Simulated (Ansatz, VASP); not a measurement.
# Two plane-wave programs on InSb

Contents of INCAR:

```
PREC = Accurate
ENCUT = 520
EDIFF = 1E-6
ISMEAR = 0
SIGMA = 0.15
LREAL = F
LASPH = T
NELM = 80
ALGO = Normal
ISIF = 2
LWAVE = F
LCHARG = F
GGA = PS
NBANDS = 16
```

File KPOINTS:

```
Automatic mesh
0
Gamma
  14 14 14
```

Contents of POSCAR:

```
InSb
1.0
    0.0000000000      2.9495890446      3.3300860313
    2.9495890446      0.0000000000      3.3300860313
    2.9495890446      2.9495890446      0.0000000000
In Sb
1 1
Direct
    0.0000000000      0.0000000000      0.0000000000
    0.5000000000      0.5000000000      0.5000000000
```

Input for Ansatz:

```yaml
crystal:
  lattice:
    - [0.0, 2.9495890446, 3.3300860313]
    - [2.9495890446, 0.0, 3.3300860313]
    - [2.9495890446, 2.9495890446, 0.0]
  atoms:
    - { symbol: In, position: [0.0, 0.0, 0.0] }
    - { symbol: Sb, position: [0.5, 0.5, 0.5] }
basis:
  ecutwfc: 420
kpoints:
  mp_grid: { grid: [14, 14, 14] }
hamiltonian:
  xc: pbesol
  pseudopotentials: { kind: paw, azcp: { folder: soft_1 } }
scf:
  occupations: { method: gaussian, width: 0.15 }
output:
  forces: true
  stress: true
  eigenvalues: true
```

Alike in both runs: task single point; functional PBEsol; k mesh 14 × 14 × 14; occupations gaussian, width 0.15 eV; no spin polarisation.

```csv
,VASP,Ansatz
version,VASP 6.6.1,Ansatz 0.2.0
potentials or method,"VASP PAW PBE potentials, release 64 (In_d, Sb), cutoff 520 eV","scalar-relativistic, plane waves, PAW"
valence electrons in the cell,18,28
```

|  | VASP | Ansatz | Ansatz less VASP |
| --- | --- | --- | --- |
| gap on the k mesh at the Fermi level (eV) | none | none | - |
| pressure (GPa) | -1.1 | -1.2 | -0.01 |
| traceless stress, the component that is largest in VASP (GPa) | -4.72 | -4.71 | +0.013 |

VASP's potentials were made for PBE, not for PBEsol, and Ansatz warns of the same on its side. A gap of «none» marks a metal or a gap that the smearing closes. With one functional, cell and mesh, what is left measures potentials, basis and numerics. VASP's potentials hold 18 valence electrons a cell and Ansatz's 28, so a difference there can come from the potentials and not from the codes.

Spin-orbit coupling is off throughout.
